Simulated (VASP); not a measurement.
Wanted: the native input for a VASP 6.6.1 run.

```yaml
Task: single point
Functional: PBE
Potentials_or_basis: VASP PAW PBE potentials, release 64 (Co, O)
Cutoff: 520 eV
k_mesh: 11 × 11 × 10
Occupations: fermi-dirac, width 0.05 eV
Spin: collinear spin, ferromagnetic start
Starting_moments: "[2.0, 0.0] μB"
Dipole_correction: no
Further_INCAR_settings: ALGO = Normal; EDIFF = 1e-06; NBANDS = 18
```

The structure of CoO lies in POSCAR:

```
CoO
1.0
    2.8371288589      0.0000000000      0.0000000000
   -1.4185644245      2.4570256617      0.0000000000
    0.0000000000      0.0000000000      2.7688971976
Co O
1 1
Direct
    0.0000000000      0.0000000000      0.0000000000
    0.6666666667      0.3333333333      0.5000000000
```

These files were run (other wordings do the same):

INCAR

```
SYSTEM = CoO
ALGO = Normal
EDIFF = 1E-6
ENCUT = 520
GGA = PE
ISIF = 2
ISMEAR = -1
ISPIN = 2
LASPH = .TRUE.
LCHARG = .FALSE.
LMAXMIX = 4
LORBIT = 11
LREAL = .FALSE.
LWAVE = .FALSE.
MAGMOM = 2 0
NBANDS = 18
NELM = 150
PREC = Accurate
SIGMA = 0.05
```

KPOINTS

```
k-points
0
G
  11 11 10
  0 0 0
```

Potentials or basis: VASP PAW PBE potentials, release 64 (Co, O).

Command:

```console
$ cat potpaw_PBE.64/Co/POTCAR potpaw_PBE.64/O/POTCAR > POTCAR
$ mpirun -np 1 vasp_std > vasp.out
```

It gave:

```
Pressure                                              : -5.0 GPa
Band gap on the k mesh                                : zero (filled and empty bands overlap)
Net moment                                            : 3.00 μB per cell
Site moments                                          : Co +2.55; O +0.40 μB
Valence electrons inside the program's atomic spheres : Co 7.80; O 4.95
```

Caveat: a cell with one magnetic atom can't hold antiferromagnetic order, which such compounds often take; semilocal functionals often make such compounds metallic where correlation or magnetic order opens a gap, which also shifts bond lengths.

Run time: 55 s on 1 thread of AMD EPYC 9R45 96-Core Processor (Zen 5), on a shared host, peak memory 0.15 GiB.
